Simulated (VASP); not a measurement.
# CdSe in VASP: a series of runs

Runs on CdSe. Level: LDA. Tasks: single point.

Everything below comes from runs of VASP 6.6.1. Logs are shortened: lines on timing, memory, paths and dates and some standing lists are left out, and cuts for length are marked.

## Step 1: The cell of the first run

Symmetry: R3m, No. 160, trigonal system. Conventional cell: a = 4.320 Å, b = 4.320 Å, c = 10.742 Å, α = 90.00°, β = 90.00°, γ = 120.00°. Within 3.5 Å of Cd (site symmetry 3m) lie 4 Se at 2.65 to 2.69 Å. Within 3.5 Å of Se (site symmetry 3m) lie 4 Cd at 2.65 to 2.69 Å.

## Step 2: Single point, LDA (equal xy, yz and zx shear strains of +1 %)

The input, INCAR:

```
SYSTEM = CdSe
  PREC = Accurate
  ENCUT = 520
  EDIFF = 1E-7
  ISMEAR = -1
  SIGMA = 0.03
  LREAL = .False.
  LASPH = .True.
  NELM = 100
  ALGO = Normal
  ISIF = 2
  LWAVE = .False.
  LCHARG = .False.
  GGA = CA
  NBANDS = 16
```

The input, KPOINTS:

```
regular mesh
0
Gamma
  8 8 8
  0 0 0
```

The input, POSCAR:

```
CdSe
1.0
    0.0307027120      3.0856225546      3.0856225546
    3.0856225546      0.0307027120      3.0856225546
    3.0856225546      3.0856225546      0.0307027120
Cd Se
1 1
Direct
    0.0000000000      0.0000000000      0.0000000000
    0.2500000000      0.2500000000      0.2500000000
```

Potentials or basis: VASP PAW LDA potentials, release 64 (Cd, Se).

The run is started by

```
cat potpaw_LDA.64/Cd/POTCAR potpaw_LDA.64/Se/POTCAR > POTCAR
mpirun -np 1 vasp_std > vasp.out
```

OUTCAR:

```text
SYSTEM = CdSe
   PREC = Accurate
   ENCUT = 520
   EDIFF = 1E-7
   ISMEAR = -1
   LREAL = .False.
   LASPH = .True.
   NELM = 100
   ISIF = 2
   GGA = CA

 ion  position               nearest neighbor table
   1  0.000  0.000  0.000-   2 2.65   2 2.65   2 2.65   2 2.69
   2  0.250  0.250  0.250-   1 2.65   1 2.65   1 2.65   1 2.69

  LATTYP: Found a trigonal (rhomboedric) cell.
 ALAT       =     4.3638372742
 COS(alpha) =     0.5099250056

  Lattice vectors:

 A1 = (   0.0307027120,   3.0856225546,   3.0856225546)
 A2 = (   3.0856225546,   0.0307027120,   3.0856225546)
 A3 = (   3.0856225546,   3.0856225546,   0.0307027120)

Analysis of symmetry for initial positions (statically):
=====================================================================
 Subroutine PRICEL returns:
 Original cell was already a primitive cell.

 Routine SETGRP: Setting up the symmetry group for a
 trigonal (rhombohedral) supercell.

 Subroutine GETGRP returns: Found  6 space group operations
 (whereof  6 operations were pure point group operations)
 out of a pool of 12 trial point group operations.

The static configuration has the point symmetry C_3v.

Analysis of symmetry for dynamics (positions and initial velocities):
=====================================================================
 Subroutine PRICEL returns:
 Original cell was already a primitive cell.

 Routine SETGRP: Setting up the symmetry group for a
 trigonal (rhombohedral) supercell.

 Subroutine GETGRP returns: Found  6 space group operations
 (whereof  6 operations were pure point group operations)
 out of a pool of 12 trial point group operations.

The dynamic configuration has the point symmetry C_3v.

 Subroutine INISYM returns: Found  6 space group operations
 (whereof  6 operations are pure point group operations),
 and found     1 'primitive' translations

----------------------------------------------------------------------------------------

                                     Primitive cell

  volume of cell :      57.8799

  direct lattice vectors                    reciprocal lattice vectors
     0.030702712  3.085622555  3.085622555    -0.164480665  0.162860166  0.162860166
     3.085622555  0.030702712  3.085622555     0.162860166 -0.164480665  0.162860166
     3.085622555  3.085622555  0.030702712     0.162860166  0.162860166 -0.164480665

  length of vectors
     4.363837274  4.363837274  4.363837274     0.283020770  0.283020770  0.283020770

  position of ions in fractional coordinates (direct lattice)
     0.000000000  0.000000000  0.000000000
     0.250000000  0.250000000  0.250000000

  ion indices of the primitive-cell ions
   primitive index   ion index
                 1           1
                 2           2

----------------------------------------------------------------------------------------

 KPOINTS: regular mesh

Automatic generation of k-mesh.
 Grid dimensions read from file:
 generate k-points for:    8    8    8

 Generating k-lattice:

  Cartesian coordinates                     Fractional coordinates (reciprocal lattice)
    -0.020560083  0.020357521  0.020357521     0.125000000 -0.000000000 -0.000000000
     0.020357521 -0.020560083  0.020357521    -0.000000000  0.125000000 -0.000000000
     0.020357521  0.020357521 -0.020560083    -0.000000000 -0.000000000  0.125000000

  Length of vectors
     0.035377596  0.035377596  0.035377596

  Shift w.r.t. Gamma in fractional coordinates (k-lattice)
     0.000000000  0.000000000  0.000000000

 Subroutine IBZKPT returns following result:
 ===========================================

 Found     65 irreducible k-points:

 Following reciprocal coordinates:
            Coordinates               Weight
  0.000000  0.000000  0.000000      1.000000
  0.125000 -0.000000 -0.000000      6.000000
  0.250000 -0.000000 -0.000000      6.000000
  0.375000  0.000000  0.000000      6.000000
  0.500000 -0.000000 -0.000000      3.000000
  0.125000  0.125000  0.000000      6.000000
[... 16 lines left out ...]
  0.250000  0.125000  0.125000      6.000000
  0.375000  0.125000  0.125000      6.000000
 [... further k-points ...]
   k-points           NKPTS =     65   k-points in BZ     NKDIM =     65   number of bands    NBANDS=     16
   number of dos      NEDOS =    301   number of ions     NIONS =      2
   total plane-waves  NPLWV =  32768
   dimension x,y,z NGX =    32 NGY =   32 NGZ =   32
   dimension x,y,z NGXF=    64 NGYF=   64 NGZF=   64
   ions per type =               1   1
   NGX,Y,Z   is equivalent  to a cutoff of  12.19, 12.19, 12.19 a.u.
   NGXF,Y,Z  is equivalent  to a cutoff of  24.38, 24.38, 24.38 a.u.
 SYSTEM =  CdSe
   PREC   = accura    normal or accurate (medium, high low for compatibility)
   ISTART =      0    job   : 0-new  1-cont  2-samecut
   ICHARG =      2    charge: 1-file 2-atom 10-const
   ISPIN  =      1    spin polarized calculation?
   LNONCOLLINEAR =      F non collinear calculations
   LSORBIT =      F    spin-orbit coupling
   LASPH  =      T    aspherical Exc in radial PAW
   ENCUT  =  520.0 eV  38.22 Ry    6.18 a.u.   8.11  8.11  8.11*2*pi/ulx,y,z
   NELM   =    100;   NELMIN=  2; NELMDL= -5     # of ELM steps
   EDIFF  = 0.1E-06   stopping-criterion for ELM
   LREAL  =      F    real-space projection
   EDIFFG = 0.1E-05   stopping-criterion for IOM
   NSW    =      0    number of steps for IOM
   IBRION =     -1    ionic relax: 0-MD 1-quasi-New 2-CG
   NFREE  =      0    steps in history (QN), initial steepest desc. (CG)
   ISIF   =      2    stress and relaxation
   ISYM   =      2    0-nonsym 1-usesym 2-fastsym
   POTIM  = 0.5000    time-step for ionic-motion
   TEBEG  =    0.0;   TEEND  =   0.0 temperature during run
   PSTRESS=    0.0 pullay stress
   NELECT =      18.0000    total number of electrons
   NUPDOWN=      -1.0000    fix difference up-down
   EMIN   =  10.00;   EMAX   =-10.00  energy-range for DOS
   EFERMI =   0.00;   METHOD = LEGACY
   ISMEAR =    -1;   SIGMA  =   0.03  broadening in eV -4-tet -1-fermi 0-gaus
   EFERMI_NEDOS =   21; number of points for ismear=-14 and -15
   IALGO  =     38    algorithm
   IMIX   =      4    mixing-type and parameters
     AMIX     =   0.40;   BMIX     =  1.00
     AMIX_MAG =   1.60;   BMIX_MAG =  1.00
  volume/ion in A,a.u.               =      28.94       195.30
  Fermi-wavevector in a.u.,A,eV,Ry     =   1.109149  2.095987 16.738033  1.230211
  Thomas-Fermi vector in A             =   2.245685
   LORBIT       =      0    0 simple, 1 ext, 2 COOP (PROOUT), +10 PAW based schemes
   GGA     = CA    functional components
   LHFCALC =     F    Hartree Fock is set to
   AEXX    =    0.0000 exact exchange contribution
   IVDW    =     0    specifies the selected vdW correction
   LEPSILON=     F    determine dielectric tensor
   LRPA    =     F    only Hartree local field effects (RPA)
 non-spin polarized calculation
  energy-cutoff  :      520.00
  volume of cell :       57.88
 maximum number of plane-waves:      1580
   NGX = 17   NGY = 17   NGZ = 17

 number of electron      18.0000005 magnetization

 Free energy of the ion-electron system (eV)
  ---------------------------------------------------
  ext. energy  EPLUGINS =         0.00000000
  ---------------------------------------------------
  free energy    TOTEN  =        -6.72955360 eV

  energy without entropy =       -6.72953687  energy(sigma->0) =       -6.72954523

 E-fermi :   0.7578     XC(G=0):  -9.1652

 val. band max:        0.5973265125   @ k =   0.0000   0.0000   0.0000
 cond. band min:       0.8912466831   @ k =   0.0000   0.0000   0.0000
 fundamental gap:      0.2939201705
 Fermi energy:         0.7577579936

 k-point     1 :       0.0000    0.0000    0.0000
  band No.  band energies     occupation
      1     -11.9079      2.00000
      2      -7.2786      2.00000
      3      -7.2786      2.00000
      4      -7.2641      2.00000
      5      -6.9241      2.00000
      6      -6.9241      2.00000
[... 8 lines left out ...]
     15      11.6065      0.00000
     16      11.6065      0.00000

 k-point     2 :       0.1250   -0.0000   -0.0000
  band No.  band energies     occupation
      1     -11.8562      2.00000
      2      -7.2618      2.00000
      3      -7.2508      2.00000
      4      -7.2303      2.00000
      5      -6.9254      2.00000
      6      -6.9250      2.00000
[... 8 lines left out ...]
     15      10.7813      0.00000
     16      10.8097      0.00000

 k-point     3 :       0.2500   -0.0000   -0.0000
  band No.  band energies     occupation
      1     -11.7298      2.00000
      2      -7.2249      2.00000
      3      -7.2147      2.00000
      4      -7.0769      2.00000
      5      -6.9232      2.00000
      6      -6.9221      2.00000
[... 8 lines left out ...]
     15      10.4658      0.00000
     16      10.5804      0.00000

 k-point     4 :       0.3750    0.0000    0.0000
  band No.  band energies     occupation
      1     -11.6019      2.00000
      2      -7.1955      2.00000
      3      -7.1874      2.00000
      4      -6.9117      2.00000
      5      -6.9098      2.00000
      6      -6.8170      2.00000
[... 8 lines left out ...]
     15      11.2894      0.00000
     16      11.4683      0.00000
[... 324 lines left out ...]
 k-point    22 :       0.1250    0.1250    0.1250
  band No.  band energies     occupation
      1     -11.8586      2.00000
      2      -7.2638      2.00000
      3      -7.2638      2.00000
      4      -7.2191      2.00000
      5      -6.9246      2.00000
      6      -6.9246      2.00000
[... 8 lines left out ...]
     15      10.8344      0.00000
     16      10.8344      0.00000

 k-point    23 :       0.2500    0.1250    0.1250
  band No.  band energies     occupation
      1     -11.7832      2.00000
      2      -7.2448      2.00000
      3      -7.2251      2.00000
      4      -7.1514      2.00000
      5      -6.9335      2.00000
      6      -6.9146      2.00000
[... 8 lines left out ...]
     15      10.6237      0.00000
     16      11.6735      0.00000

 k-point    24 :       0.3750    0.1250    0.1250
  band No.  band energies     occupation
      1     -11.6566      2.00000
      2      -7.2054      2.00000
      3      -7.1869      2.00000
      4      -6.9851      2.00000
      5      -6.9328      2.00000
      6      -6.8862      2.00000
[... 8 lines left out ...]
     15      10.9408      0.00000
     16      11.9408      0.00000

 [... further k-points ...]
[... 5 lines left out ...]
  --------------------------------------------------------------------------------------
  -------------------------------------------------------------------------------------
  Total       -1.0371699     -1.0371699     -1.0371699     -0.1399612     -0.1399612     -0.1399612
  in kB      -28.7099704    -28.7099704    -28.7099704     -3.8742752     -3.8742752     -3.8742752
  external PRESSURE =     -28.7099704 kB  Pullay stress =       0.0000000 kB

 VOLUME and BASIS-vectors are now :
 -----------------------------------------------------------------------------
  energy-cutoff  :      520.00
  volume of cell :       57.88
      direct lattice vectors                 reciprocal lattice vectors
     0.030702712  3.085622555  3.085622555    -0.164480665  0.162860166  0.162860166
     3.085622555  0.030702712  3.085622555     0.162860166 -0.164480665  0.162860166
     3.085622555  3.085622555  0.030702712     0.162860166  0.162860166 -0.164480665

 POSITION                                       TOTAL-FORCE (eV/Angst)
 -----------------------------------------------------------------------------------
      0.00000      0.00000      0.00000         0.044891      0.044891      0.044891
      1.55049      1.55049      1.55049        -0.044891     -0.044891     -0.044891
 -----------------------------------------------------------------------------------
    total drift:                                0.000085      0.000085      0.000085

  FREE ENERGIE OF THE ION-ELECTRON SYSTEM (eV)
  ---------------------------------------------------
  free  energy   TOTEN  =        -6.7295535976 eV

  energy  without entropy=       -6.7295368694  energy(sigma->0) =       -6.72954523
```

It took 20 s on 1 thread of Intel Xeon 6975P-C (Granite Rapids), shared host; peak memory 0.19 GiB.

What came out:

* Free energy: -6.7296 eV
* Pressure: -2.9 GPa
* Largest force: 0.078 eV/Å
* Band gap on the k mesh: 0.29 eV, direct

Forces in eV/Å, atoms in the order of the input:
```
Cd   0.045  0.045  0.045
Se  -0.045 -0.045 -0.045
```

Stress tensor (GPa, compression positive):
```
-2.87 -0.39 -0.39
-0.39 -2.87 -0.39
-0.39 -0.39 -2.87
```

Levels at points of the mesh, in eV from the valence-band top:
```csv
k point,band 5,band 6,band 7,band 8,band 9,band 10,band 11,band 12,band 13,band 14
"(0.00, 0.00, 0.00)",-7.52,-7.52,-0.05,0.00,0.00,0.29,5.66,5.84,5.84,9.37
"(0.50, 0.00, 0.00)",-7.50,-7.25,-4.33,-0.76,-0.75,2.13,6.21,6.33,7.12,9.68
"(0.50, 0.50, 0.00)",-7.47,-7.19,-4.05,-1.84,-1.77,2.97,3.57,8.72,9.83,9.86
"(0.50, 0.50, 0.50)",-7.50,-7.26,-4.32,-0.69,-0.69,2.20,6.35,6.35,7.04,9.72
```

Caveat: the cell differs from its parent crystal (equal xy, yz and zx shear strains of +1 %).

## Step 3: Single point, LDA (equal xy, yz and zx shear strains of +3 %)

The input, INCAR:

```
PREC     = Accurate       # precision mode
ENCUT    = 520            # plane-wave cutoff, eV
EDIFF    = 1E-6           # SCF threshold, eV
ISMEAR   = -1             # smearing method
SIGMA    = 0.03           # smearing width, eV
LREAL    = False          # projectors in reciprocal space
LASPH    = True           # aspherical terms in the spheres
NELM     = 80             # most SCF steps
ALGO     = Normal         # electronic algorithm
ISIF     = 2              # what is computed and relaxed
LWAVE    = False          # write WAVECAR
LCHARG   = False          # write CHGCAR
NBANDS   = 16             # bands
```

The input, KPOINTS:

```
Automatic mesh
0
Gamma
  8 8 8
```

The input, POSCAR:

```
CdSe
1.0
    0.0921081360      3.1163252666      3.1163252666
    3.1163252666      0.0921081360      3.1163252666
    3.1163252666      3.1163252666      0.0921081360
Cd Se
1 1
Direct
    0.0000000000      0.0000000000      0.0000000000
    0.2500000000      0.2500000000      0.2500000000
```

Potentials or basis: VASP PAW LDA potentials, release 64 (Cd, Se).

The run is started by

```
cat potpaw_LDA.64/Cd/POTCAR potpaw_LDA.64/Se/POTCAR > POTCAR
mpirun -np 1 vasp_std > vasp.out
```

It took 28 s on 1 thread of Intel Xeon 6975P-C (Granite Rapids), shared host; peak memory 0.21 GiB.

The run converged. Its results:

```yaml
Free_energy: -6.7140 eV
Pressure: -2.7 GPa
Largest_force: 0.204 eV/Å
Band_gap_on_the_k_mesh: 0.28 eV, direct
```

Forces on the atoms (eV/Å):
```
Cd   0.118  0.118  0.118
Se  -0.118 -0.118 -0.118
```

Stress tensor (GPa, compression positive):
```
-2.70 -1.10 -1.10
-1.10 -2.70 -1.10
-1.10 -1.10 -2.70
```

Levels at points of the mesh, in eV from the valence-band top:
| k point | band 6 | band 7 | band 8 | band 9 | band 10 | band 11 | band 12 | band 13 |
| --- | --- | --- | --- | --- | --- | --- | --- | --- |
| (0.00, 0.00, 0.00) | -7.56 | -0.17 | 0.00 | 0.00 | 0.28 | 5.42 | 5.93 | 5.93 |
| (0.50, 0.00, 0.00) | -7.27 | -4.37 | -0.83 | -0.80 | 2.06 | 6.04 | 6.38 | 7.12 |
| (0.50, 0.50, 0.00) | -7.23 | -4.09 | -1.94 | -1.73 | 2.90 | 3.58 | 8.60 | 9.84 |
| (0.50, 0.50, 0.50) | -7.32 | -4.34 | -0.63 | -0.63 | 2.28 | 6.44 | 6.44 | 6.87 |

Caveat: the cell differs from its parent crystal (equal xy, yz and zx shear strains of +3 %).

## Step 4: Single point, LDA (volume scaled by 0.94)

The input, INCAR:

```
SYSTEM = CdSe
ALGO = Normal
EDIFF = 1E-7
ENCUT = 520
GGA = CA
ISIF = 2
ISMEAR = -1
LASPH = .True.
LCHARG = .False.
LREAL = .False.
LWAVE = .False.
NBANDS = 16
NELM = 100
PREC = Accurate
SIGMA = 0.03
```

The input, KPOINTS:

```
k-points
0
Gamma
  8 8 8
  0 0 0
```

The input, POSCAR:

```
CdSe
1.0
    0.0000000000      3.0075950161      3.0075950161
    3.0075950161      0.0000000000      3.0075950161
    3.0075950161      3.0075950161      0.0000000000
Cd Se
1 1
Direct
    0.0000000000      0.0000000000      0.0000000000
    0.2500000000      0.2500000000      0.2500000000
```

The run is started by

```
cat potpaw_LDA.64/Cd/POTCAR potpaw_LDA.64/Se/POTCAR > POTCAR
mpirun -np 1 vasp_std > vasp.out
```

It took 18 s on 1 thread of Intel Xeon Platinum 8488C (Sapphire Rapids), shared host; peak memory 0.17 GiB.

Results (log left out):

```
Free energy            : -6.7620 eV
Pressure               : 0.3 GPa
Band gap on the k mesh : 0.43 eV, direct
```

Levels at points of the mesh, in eV from the valence-band top:
| k point | band 7 | band 8 | band 9 | band 10 | band 11 | band 12 |
| --- | --- | --- | --- | --- | --- | --- |
| (0.00, 0.00, 0.00) | 0.00 | 0.00 | 0.00 | 0.43 | 5.79 | 5.79 |
| (0.50, 0.00, 0.00) | -4.68 | -0.81 | -0.81 | 2.23 | 6.32 | 6.32 |
| (0.50, 0.50, 0.00) | -4.32 | -2.00 | -2.00 | 2.87 | 3.64 | 9.04 |

[end of part 1 of 2]
